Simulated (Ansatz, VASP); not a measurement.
# FeSi: VASP beside Ansatz

INCAR

```
SYSTEM = FeSi
  PREC = Accurate
  ENCUT = 520
  EDIFF = 1E-6
  ISMEAR = 0
  SIGMA = 0.01
  LREAL = .FALSE.
  LASPH = .TRUE.
  NELM = 60
  ALGO = Normal
  ISIF = 2
  LWAVE = .FALSE.
  LCHARG = .FALSE.
  GGA = PE
  NBANDS = 34
```

The input KPOINTS:

```
Automatic mesh
0
G
  6 6 6
  0 0 0
```

POSCAR

```
FeSi
1.0
    4.5352893594      0.0000000000      0.0000000000
    0.0000000000      4.5352893594      0.0000000000
    0.0000000000      0.0000000000      4.5352893594
Fe Si
4 4
Direct
    0.1360028767      0.1360028767      0.1360028767
    0.3639971233      0.8639971233      0.6360028767
    0.6360028767      0.3639971233      0.8639971233
    0.8639971233      0.6360028767      0.3639971233
    0.8407333115      0.8407333115      0.8407333115
    0.6592666885      0.1592666885      0.3407333115
    0.3407333115      0.6592666885      0.1592666885
    0.1592666885      0.3407333115      0.6592666885
```

Input for Ansatz:

```yaml
crystal:
  lattice:
    - [4.5352893594, 0.0, 0.0]
    - [0.0, 4.5352893594, 0.0]
    - [0.0, 0.0, 4.5352893594]
  atoms:
    - { symbol: Fe, position: [0.1360028767, 0.1360028767, 0.1360028767] }
    - { symbol: Fe, position: [0.3639971233, 0.8639971233, 0.6360028767] }
    - { symbol: Fe, position: [0.6360028767, 0.3639971233, 0.8639971233] }
    - { symbol: Fe, position: [0.8639971233, 0.6360028767, 0.3639971233] }
    - { symbol: Si, position: [0.8407333115, 0.8407333115, 0.8407333115] }
    - { symbol: Si, position: [0.6592666885, 0.1592666885, 0.3407333115] }
    - { symbol: Si, position: [0.3407333115, 0.6592666885, 0.1592666885] }
    - { symbol: Si, position: [0.1592666885, 0.3407333115, 0.6592666885] }
kpoints:
  mp_grid: { grid: [6, 6, 6] }
hamiltonian:
  xc: pbe
scf:
  occupations: { method: fixed }
  n_extra_bands: 6
output:
  forces: true
  stress: true
  eigenvalues: true
```

Alike in both runs: task single point; functional PBE; k mesh 6 × 6 × 6; no spin polarisation.

|  | VASP | Ansatz |
| --- | --- | --- |
| version | VASP 6.6.1 | Ansatz 0.2.0 |
| potentials or method | VASP PAW PBE potentials, release 64 (Fe, Si) | plane waves, PAW |
| plane-wave cutoff (eV) | 520 | 420 |
| occupations | gaussian, width 0.01 eV | fixed |
| valence electrons in the cell | 48 | 80 |

Ansatz gave:

- gap on the k mesh at the Fermi level (eV): 0.17
- pressure (GPa): -11.8
- rms of the force components (eV/Å): 0.099

Question: Estimate VASP's values.

Answer: gap on the k mesh at the Fermi level (eV): 0.16; pressure (GPa): -11.7; rms of the force components (eV/Å): 0.088.

Atom by atom the forces differ by 0.012 eV/Å (rms over components). VASP's potentials hold 48 valence electrons a cell and Ansatz's 80, so a difference there can come from the potentials and not from the codes.
